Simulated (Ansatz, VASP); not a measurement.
# Ta2Si: VASP beside Ansatz

POSCAR

```
Ta2Si
1.0
   -3.0841136445      3.0841136445      2.5247022101
    3.0841136445     -3.0841136445      2.5247022101
    3.0841136445      3.0841136445     -2.5247022101
Ta Si
4 2
Direct
    0.7007176139      0.8735485705      0.5000000000
    0.7992823861      0.2992823861      0.1728309566
    0.3735485705      0.2007176139      0.5000000000
    0.1264514295      0.6264514295      0.8271690434
    0.2500000000      0.2500000000      0.0000000000
    0.7500000000      0.7500000000      0.0000000000
```

Contents of INCAR.step1:

```
SYSTEM = Ta2Si
ALGO = Normal ; EDIFF = 1E-4
ENCUT = 520 ; GGA = PE
ISMEAR = 0 ; LASPH = .TRUE.
LCHARG = .FALSE. ; LREAL = .FALSE.
LWAVE = .TRUE. ; NBANDS = 35
NELM = 100 ; PREC = Accurate
SIGMA = 0.15
```

INCAR.step2

```
SYSTEM = Ta2Si
ALGO = Normal ; EDIFF = 1E-6
ENCUT = 520 ; ISIF = 2
ISMEAR = 0 ; ISTART = 1
LASPH = .TRUE. ; LCHARG = .FALSE.
LMIXTAU = .TRUE. ; LREAL = .FALSE.
LWAVE = .FALSE. ; METAGGA = R2SCAN
NBANDS = 35 ; NELM = 100
PREC = Accurate ; SIGMA = 0.15
```

Contents of KPOINTS:

```
k-points
0
G
  12 12 12
  0 0 0
```

Input for Ansatz:

```yaml
crystal:
  lattice:
    - [-3.0841136445, 3.0841136445, 2.5247022101]
    - [3.0841136445, -3.0841136445, 2.5247022101]
    - [3.0841136445, 3.0841136445, -2.5247022101]
  atoms:
    - { symbol: Ta, position: [0.7007176139, 0.8735485705, 0.5] }
    - { symbol: Ta, position: [0.7992823861, 0.2992823861, 0.1728309566] }
    - { symbol: Ta, position: [0.3735485705, 0.2007176139, 0.5] }
    - { symbol: Ta, position: [0.1264514295, 0.6264514295, 0.8271690434] }
    - { symbol: Si, position: [0.25, 0.25, 0.0] }
    - { symbol: Si, position: [0.75, 0.75, 0.0] }
basis:
  ecutwfc: 500
kpoints:
  mp_grid: { grid: [12, 12, 12] }
hamiltonian:
  xc: r2scan
scf:
  occupations: { method: gaussian, width: 0.15 }
output:
  forces: true
  stress: true
  eigenvalues: true
```

Change from the starting cell: mode 9 (162.5 1/cm) frozen in, largest displacement +0.188 Å.

Alike in both runs: task single point; functional r2SCAN; k mesh 12 × 12 × 12; occupations gaussian, width 0.15 eV; no spin polarisation.

```csv
,VASP,Ansatz
version,VASP 6.6.1,Ansatz 0.2.0
potentials or method,"VASP PAW PBE potentials, release 64 (Ta_pv, Si), cutoff 520 eV","scalar-relativistic, plane waves, PAW"
valence electrons in the cell,52,60
```

|  | VASP | Ansatz | Ansatz less VASP |
| --- | --- | --- | --- |
| gap on the k mesh at the Fermi level (eV) | none | none | - |
| pressure (GPa) | 5.3 | 4.9 | -0.46 |
| traceless stress, the component that is largest in VASP (GPa) | -1.48 | -1.46 | +0.023 |
| rms of the force components (eV/Å) | 1.443 | 1.449 | +0.0061 |

VASP's potentials were made for PBE, not for r2SCAN. Atom by atom the forces differ by 0.006 eV/Å (rms over components). A gap of «none» marks a metal or a gap that the smearing closes. VASP's potentials hold 52 valence electrons a cell and Ansatz's 60, so a difference there can come from the potentials and not from the codes.

Spin-orbit coupling is off throughout.
